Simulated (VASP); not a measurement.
# B2F (P6/mmm) in VASP: notebook, part 2 of 2

VASP 6.6.1. Earlier steps stand in the parts before.

## (4) Single point, PBE, collinear spin, ferromagnetic start

This run uses another cell than the first one, of 7.09 Å³/atom, 0.758 times its volume.

INCAR reads:

```
SYSTEM = B2F
  ALGO = Normal
  EDIFF = 1E-6
  ENCUT = 520
  GGA = PE
  ISIF = 2
  ISMEAR = 0
  ISPIN = 2
  LASPH = .TRUE.
  LCHARG = .TRUE.
  LELF = .TRUE.
  LORBIT = 11
  LREAL = .FALSE.
  LVHAR = .TRUE.
  LWAVE = .FALSE.
  MAGMOM = 0 0 1
  NBANDS = 18
  NELM = 150
  PREC = Accurate
  SIGMA = 0.1
```

KPOINTS reads:

```
k-points
0
G
  12 12 4
  0 0 0
```

POSCAR reads:

```
B2F
1.0
    2.1836264917      0.0000000000      0.0000000000
   -1.0918132458      1.8910760142      0.0000000000
    0.0000000000      0.0000000000      5.1495577740
B F
2 1
Direct
    0.0000000000      0.0000000000      0.6922135497
    0.0000000000      0.0000000000      0.3077864503
    0.0000000000      0.0000000000      0.0000000000
```

Potentials or basis: VASP PAW PBE potentials, release 64 (B, F).

The run is started by

```bash
> cat potpaw_PBE.64/B/POTCAR potpaw_PBE.64/F/POTCAR > POTCAR
> mpirun -np 1 vasp_std > vasp.out
```

OUTCAR:

```text
SYSTEM = B2F
   EDIFF = 1E-6
   ENCUT = 520
   GGA = PE
   ISIF = 2
   ISMEAR = 0
   ISPIN = 2
   LASPH = .TRUE.
   LORBIT = 11
   LREAL = .FALSE.
   NELM = 150
   PREC = Accurate

 ion  position               nearest neighbor table
   1  0.000  0.000  0.692-   3 1.58   2 1.98
   2  0.000  0.000  0.308-   3 1.58   1 1.98
   3  0.000  0.000  0.000-   1 1.58   2 1.58

  LATTYP: Found a hexagonal cell.
 ALAT       =     2.1836264917
 C/A-ratio  =     2.3582594338

  Lattice vectors:

 A1 = (   2.1836264917,   0.0000000000,   0.0000000000)
 A2 = (  -1.0918132458,   1.8910760142,   0.0000000000)
 A3 = (   0.0000000000,   0.0000000000,   5.1495577740)

Analysis of symmetry for initial positions (statically):
=====================================================================
 Subroutine PRICEL returns:
 Original cell was already a primitive cell.

 Routine SETGRP: Setting up the symmetry group for a
 hexagonal supercell.

 Subroutine GETGRP returns: Found 24 space group operations
 (whereof 24 operations were pure point group operations)
 out of a pool of 24 trial point group operations.

The static configuration has the point symmetry D_6h.

Analysis of symmetry for dynamics (positions and initial velocities):
=====================================================================
 Subroutine PRICEL returns:
 Original cell was already a primitive cell.

 Routine SETGRP: Setting up the symmetry group for a
 hexagonal supercell.

 Subroutine GETGRP returns: Found 24 space group operations
 (whereof 24 operations were pure point group operations)
 out of a pool of 24 trial point group operations.

The dynamic configuration has the point symmetry D_6h.

Analysis of structural, dynamic, and magnetic symmetry:
=====================================================================
 Subroutine PRICEL returns:
 Original cell was already a primitive cell.
[... 155 lines left out ...]
  ---------------------------------------------------
  free energy    TOTEN  =       -14.09255718 eV

  energy without entropy =      -14.09128844  energy(sigma->0) =      -14.09192281

 E-fermi :   6.8983     XC(G=0): -12.2001

 val. band max:        6.8817830720   @ k =   0.2500   0.2500   0.5000
 cond. band min:       6.9960116136   @ k =   0.3333   0.2500   0.5000
 fundamental gap:      0.1142285416
 Fermi energy:         6.8982631870

 spin component 1

 k-point     1 :       0.0000    0.0000    0.0000
  band No.  band energies     occupation
      1     -21.4325      1.00000
      2      -7.4847      1.00000
      3      -6.1799      1.00000
      4       2.9288      1.00000
      5       3.0978      1.00000
      6       3.0978      1.00000
[... 493 lines left out ...]
     17      32.0519      0.00000
     18      34.1252      0.00000

 [... further k-points ...]

 spin component 2

 k-point     1 :       0.0000    0.0000    0.0000
  band No.  band energies     occupation
      1     -21.4327      1.00000
      2      -7.4851      1.00000
      3      -6.1799      1.00000
      4       2.9287      1.00000
      5       3.0979      1.00000
      6       3.0979      1.00000
[... 493 lines left out ...]
     17      32.0515      0.00000
     18      34.1248      0.00000

 [... further k-points ...]

------------------------ aborting loop because EDIFF is reached ----------------------------------------

  FORCE on cell =-STRESS in cart. coord.  units (eV):
  Direction    XX          YY          ZZ          XY          YZ          ZX
  --------------------------------------------------------------------------------------
  -------------------------------------------------------------------------------------
  Total       -0.0728416     -0.0728416      0.0445535     -0.0000000     -0.0000000      0.0000000
  in kB       -5.4882387     -5.4882387      3.3568729     -0.0000000     -0.0000000      0.0000000
  external PRESSURE =      -2.5398682 kB  Pullay stress =       0.0000000 kB

 VOLUME and BASIS-vectors are now :
 -----------------------------------------------------------------------------
  energy-cutoff  :      520.00
  volume of cell :       21.26
      direct lattice vectors                 reciprocal lattice vectors
     2.183626492  0.000000000  0.000000000     0.457953777  0.264399737  0.000000000
    -1.091813246  1.891076014  0.000000000     0.000000000  0.528799473  0.000000000
     0.000000000  0.000000000  5.149557774     0.000000000  0.000000000  0.194191432

 POSITION                                       TOTAL-FORCE (eV/Angst)
 -----------------------------------------------------------------------------------
      0.00000      0.00000      3.56459        -0.000000      0.000000     -0.043592
      0.00000      0.00000      1.58496         0.000000     -0.000000      0.043592
      0.00000      0.00000      0.00000        -0.000000      0.000000      0.000000
 -----------------------------------------------------------------------------------
    total drift:                                0.000000      0.000000     -0.000000

  FREE ENERGIE OF THE ION-ELECTRON SYSTEM (eV)
  ---------------------------------------------------
  free  energy   TOTEN  =       -14.0925571795 eV

  energy  without entropy=      -14.0912884394  energy(sigma->0) =      -14.09192281

 total charge

# of ion       s       p       d       tot
------------------------------------------
    1        0.663   0.926   0.000   1.589
    2        0.663   0.926   0.000   1.589
    3        1.748   4.436   0.000   6.184
--------------------------------------------------
tot          3.073   6.289   0.000   9.362

 magnetization (x)

# of ion       s       p       d       tot
------------------------------------------
    1       -0.000   0.000   0.000  -0.000
    2       -0.000   0.000   0.000  -0.000
    3       -0.000   0.000   0.000   0.000
--------------------------------------------------
tot         -0.000   0.000   0.000   0.000
```

stdout:

```text
POSCAR found type information on POSCAR B F
 POSCAR found :  2 types and       3 ions
 scaLAPACK will be used
 LDA part: xc-table for (Slater+PW92), standard interpolation
 POSCAR, INCAR and KPOINTS ok, starting setup
 FFT: planning ... GRIDC
 FFT: planning ... GRID_SOFT
 FFT: planning ... GRID
 WAVECAR not read
 entering main loop
```

Wall time 29 s (1 thread of Intel Xeon Platinum 8259CL at 2.50GHz (Skylake/Cascade Lake), shared host); peak memory 0.15 GiB.

What came out:

* Free energy: -14.0926 eV
* Pressure: -0.3 GPa
* Largest force: 0.044 eV/Å
* Net moment: 0.00 μB per cell
* Valence electrons inside the program's atomic spheres: B 1.59; F 6.18

Forces on the atoms (eV/Å):
```
B    0.000  0.000 -0.044
B    0.000  0.000  0.044
F    0.000  0.000  0.000
```

Stress tensor (GPa, compression positive):
```
-0.55  0.00  0.00
 0.00 -0.55  0.00
 0.00  0.00  0.34
```

## (5) Single point, PBE

This run uses another cell than the first one, of 7.11 Å³/atom, 0.760 times its volume.

INCAR reads:

```
SYSTEM = B2F
  ALGO = Normal
  EDIFF = 1E-6
  ENCUT = 520
  GGA = PE
  ISIF = 2
  ISMEAR = 0
  LASPH = .TRUE.
  LCHARG = .TRUE.
  LELF = .TRUE.
  LREAL = .FALSE.
  LVHAR = .TRUE.
  LWAVE = .FALSE.
  NBANDS = 14
  NELM = 60
  PREC = Accurate
  SIGMA = 0.1
```

KPOINTS reads:

```
k-points
0
G
  24 24 10
  0 0 0
```

POSCAR reads:

```
B2F
1.0
    2.1945169608      0.0000000000      0.0000000000
   -1.0972584804      1.9005074371      0.0000000000
    0.0000000000      0.0000000000      5.1119483502
B F
2 1
Direct
    0.0000000000      0.0000000000      0.6914606694
    0.0000000000      0.0000000000      0.3085393306
    0.0000000000      0.0000000000      0.0000000000
```

Potentials or basis: VASP PAW PBE potentials, release 64 (B, F).

The run is started by

```bash
> cat potpaw_PBE.64/B/POTCAR potpaw_PBE.64/F/POTCAR > POTCAR
> mpirun -np 1 vasp_std > vasp.out
```

OUTCAR:

```text
SYSTEM = B2F
   EDIFF = 1E-6
   ENCUT = 520
   GGA = PE
   ISIF = 2
   ISMEAR = 0
   LASPH = .TRUE.
   LREAL = .FALSE.
   NELM = 60
   PREC = Accurate

 ion  position               nearest neighbor table
   1  0.000  0.000  0.691-   3 1.58   2 1.96
   2  0.000  0.000  0.309-   3 1.58   1 1.96
   3  0.000  0.000  0.000-   1 1.58   2 1.58

  LATTYP: Found a hexagonal cell.
 ALAT       =     2.1945169608
 C/A-ratio  =     2.3294184741

[... 600 lines left out ...]

  FORCE on cell =-STRESS in cart. coord.  units (eV):
  Direction    XX          YY          ZZ          XY          YZ          ZX
  --------------------------------------------------------------------------------------
  -------------------------------------------------------------------------------------
  Total       -0.0488132     -0.0488132      0.0577756      0.0000000      0.0000000      0.0000000
  in kB       -3.6681968     -3.6681968      4.3417054      0.0000000      0.0000000      0.0000000
  external PRESSURE =      -0.9982294 kB  Pullay stress =       0.0000000 kB

 VOLUME and BASIS-vectors are now :
 -----------------------------------------------------------------------------
  energy-cutoff  :      520.00
  volume of cell :       21.32
      direct lattice vectors                 reciprocal lattice vectors
     2.194516961  0.000000000  0.000000000     0.455681144  0.263087631  0.000000000
    -1.097258480  1.900507437  0.000000000     0.000000000  0.526175263  0.000000000
     0.000000000  0.000000000  5.111948350     0.000000000  0.000000000  0.195620130

 POSITION                                       TOTAL-FORCE (eV/Angst)
 -----------------------------------------------------------------------------------
      0.00000      0.00000      3.53471        -0.000000      0.000000     -0.038739
      0.00000      0.00000      1.57724         0.000000     -0.000000      0.038739
      0.00000      0.00000      0.00000        -0.000000      0.000000      0.000000
 -----------------------------------------------------------------------------------
    total drift:                                0.000000     -0.000000     -0.000000

  FREE ENERGIE OF THE ION-ELECTRON SYSTEM (eV)
  ---------------------------------------------------
  free  energy   TOTEN  =       -14.0783216059 eV

  energy  without entropy=      -14.0765017034  energy(sigma->0) =      -14.07741165
```

Run time: 54 s. Hardware: 1 thread of Intel Xeon Platinum 8259CL at 2.50GHz (Skylake/Cascade Lake), shared host; peak memory 0.2 GiB.

What came out:

| Property | Result |
| --- | --- |
| Free energy | -14.0783 eV |
| Pressure | -0.1 GPa |
| Largest force | 0.039 eV/Å |

Forces in eV/Å, atoms in the order of the input:
```
B    0.000  0.000 -0.039
B    0.000  0.000  0.039
F    0.000  0.000  0.000
```

Levels at points of the mesh, in eV from the Fermi level:
```
           k point  band 4  band 5  band 6  band 7  band 8  band 9
(0.00, 0.00, 0.00)   -3.88   -3.88   -3.63   -0.83   11.19   11.92
(0.50, 0.00, 0.00)   -5.10   -4.52   -3.99   -3.44    4.39    4.91
(0.00, 0.00, 0.50)   -7.61   -3.87   -3.87    3.99    7.85   11.51
(0.50, 0.00, 0.50)   -6.00   -5.10   -3.66   -1.53    1.85    7.23
```

Caveat: an odd number of electrons without spin polarisation forces a metal; a magnetic or distorted state may lie lower.

## (6) Relaxation of cell and atoms, PBE

This run uses another cell than the first one, of 7.09 Å³/atom, 0.758 times its volume.

INCAR reads:

```
ALGO = Normal
EDIFF = 1E-6
EDIFFG = -0.01
ENCUT = 600
GGA = PE
IBRION = 2
ISIF = 3
ISMEAR = 0
LASPH = True
LCHARG = False
LREAL = False
LWAVE = False
NELM = 80
NSW = 100
PREC = Accurate
SIGMA = 0.1
```

KPOINTS reads:

```
k-points
0
Gamma
  24 24 10
```

POSCAR reads:

```
B2F
1.0
    2.1836264917      0.0000000000      0.0000000000
   -1.0918132458      1.8910760142      0.0000000000
    0.0000000000      0.0000000000      5.1495577740
B F
2 1
Direct
    0.0000000000      0.0000000000      0.6922135497
    0.0000000000      0.0000000000      0.3077864503
    0.0000000000      0.0000000000      0.0000000000
```

Potentials or basis: VASP PAW PBE potentials, release 64 (B, F).

The run is started by

```bash
> cat potpaw_PBE.64/B/POTCAR potpaw_PBE.64/F/POTCAR > POTCAR
> mpirun -np 1 vasp_std > vasp.out
```

Wall time 3.1 min (1 thread of Intel Xeon Platinum 8259CL at 2.50GHz (Skylake/Cascade Lake), shared host); peak memory 0.21 GiB.

It converged, with:

```yaml
Free_energy: -14.0823 eV
Relaxed_volume: 7.09 Å³/atom
Relaxed_cell: a = 2.192 Å, b = 2.192 Å, c = 5.113 Å, α = 90.00°, β = 90.00°, γ = 120.00°
Space_group_after_relaxing_to_0.05_Å: P6/mmm (No. 191)
Energy_gained_by_relaxing: 1.0 meV/atom
Ionic_steps: 5
Pressure_after_relaxing: 0.0 GPa
Largest_force_after_relaxing: 0.003 eV/Å
```

Forces in eV/Å, atoms in the order of the input:
```
B    0.000  0.000  0.003
B    0.000  0.000 -0.003
F    0.000  0.000  0.000
```

Step by step:
| step | energy change (eV) | largest force (eV/Å) | pressure (GPa) | volume (Å³) |
| --- | --- | --- | --- | --- |
| 1 | 0.0000 | 0.0512 | -0.43 | 21.26 |
| 2 | -0.0025 | 0.0792 | 0.86 | 21.21 |
| 3 | -0.0026 | 0.0738 | 0.64 | 21.22 |
| 4 | -0.0029 | 0.0229 | -0.16 | 21.29 |
| 5 | -0.0029 | 0.0030 | 0.04 | 21.28 |

Final structure:
```
B F
1.0
     2.19204    0.00000    0.00000
    -1.09602    1.89836    0.00000
     0.00000    0.00000    5.11274
B F
2 1
Direct
  0.00000 0.00000 0.69122
  0.00000 0.00000 0.30878
  0.00000 0.00000 0.00000
```

Levels at points of the mesh, in eV from the Fermi level:
```tsv
k point	band 3	band 4	band 5	band 6	band 7	band 8	band 9	band 10
(0.00, 0.00, 0.00)	-12.87	-3.83	-3.83	-3.63	-0.84	11.19	11.96	11.96
(0.50, 0.00, 0.00)	-10.57	-5.06	-4.53	-3.99	-3.44	4.40	4.92	7.78
(0.00, 0.00, 0.50)	-10.39	-7.63	-3.82	-3.82	3.98	7.85	11.55	11.55
(0.50, 0.00, 0.50)	-10.58	-6.01	-5.05	-3.66	-1.53	1.86	7.26	8.98
```

Caveat: an odd number of electrons without spin polarisation forces a metal; a magnetic or distorted state may lie lower.

## (7) Summary

```tsv
task	spin	cell	k mesh	cutoff (eV)	gap on the mesh (eV)	pressure (GPa)	moment (μB)	relaxed volume (Å³/atom)	largest force (eV/Å)
single point	collinear, ferromagnetic start	a = 2.569, b = 2.569, c = 4.909 Å, angles 90.0, 90.0, 120.0°, 3 atoms	6 × 6 × 4	520	none	26.0	0.00	-	11.09
relaxation of cell and atoms	off	relaxed from a = 2.210, b = 2.210, c = 5.070 Å, angles 90.0, 90.0, 120.0°, 3 atoms	12 × 12 × 4	600	none	0.2	-	7.06	0.01
single point	collinear, ferromagnetic start	a = 2.184, b = 2.184, c = 5.150 Å, angles 90.0, 90.0, 120.0°, 3 atoms	12 × 12 × 4	520	none	-0.3	0.00	-	0.04
single point	off	a = 2.195, b = 2.195, c = 5.112 Å, angles 90.0, 90.0, 120.0°, 3 atoms	24 × 24 × 10	520	none	-0.1	-	-	0.04
relaxation of cell and atoms	off	relaxed from a = 2.184, b = 2.184, c = 5.150 Å, angles 90.0, 90.0, 120.0°, 3 atoms	24 × 24 × 10	600	none	0.0	-	7.09	-
```

Alike in all rows: level PBE; potentials or basis VASP PAW PBE potentials, release 64 (B, F); smearing gaussian 0.1 eV.

Caveats: some runs use coarse meshes; an odd number of electrons without spin polarisation forces a metal (some runs); a magnetic or distorted state may lie lower (some runs); forces of over 1 eV/Å act on the atoms, so gaps and moduli don't describe the material at rest (some runs).

Absolute energies hang on the potentials; compare differences alone.
